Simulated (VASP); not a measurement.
Write the native input for VASP 6.6.1 that does the following.

* Task: single point
* Functional: LDA
* Potentials or basis: VASP PAW LDA potentials, release 64 (Ca_sv, F)
* Cutoff: 600 eV
* k mesh: 6 × 6 × 6
* Occupations: gaussian, width 0.1 eV
* Spin: no spin polarisation
* Dipole correction: no
* Further INCAR settings: ALGO = Normal; EDIFF = 1e-06; NBANDS = 19

The structure of CaF2 lies in POSCAR:

```
CaF2
1.0
    0.0000000000      2.6940900700      2.6940900700
    2.6940900700      0.0000000000      2.6940900700
    2.6940900700      2.6940900700      0.0000000000
Ca F
1 2
Direct
    0.0000000000      0.0000000000      0.0000000000
    0.2500000000      0.2500000000      0.2500000000
    0.7500000000      0.7500000000      0.7500000000
```

These files were run (other wordings do the same):

INCAR

```
SYSTEM = CaF2
ALGO     = Normal         ! electronic algorithm
EDIFF    = 1E-6           ! SCF threshold, eV
ENCUT    = 600            ! plane-wave cutoff, eV
GGA      = CA             ! functional
GGA_COMPAT= .False.      
ISIF     = 2              ! what is computed and relaxed
ISMEAR   = 0              ! smearing method
LASPH    = .True.         ! aspherical terms in the spheres
LCHARG   = .False.        ! write CHGCAR
LREAL    = .False.        ! projectors in reciprocal space
LWAVE    = .False.        ! write WAVECAR
NBANDS   = 19             ! bands
NELM     = 120            ! most SCF steps
PREC     = Accurate       ! precision mode
SIGMA    = 0.1            ! smearing width, eV
```

KPOINTS

```
k-points
0
Gamma
  6 6 6
  0 0 0
```

Potentials or basis: VASP PAW LDA potentials, release 64 (Ca_sv, F).

Command:

```sh
$ cat potpaw_LDA.64/Ca_sv/POTCAR potpaw_LDA.64/F/POTCAR > POTCAR
$ mpirun -np 1 vasp_std > vasp.out
```

It gave:

```
Pressure               : -2.9 GPa
Band gap on the k mesh : 7.15 eV (least direct gap 7.41 eV)
```

It took 12 s on 1 thread of Intel(R) Xeon(R) Platinum 8375C CPU @ 2.90GHz (Ice Lake) (shared host), peak memory 0.15 GiB.
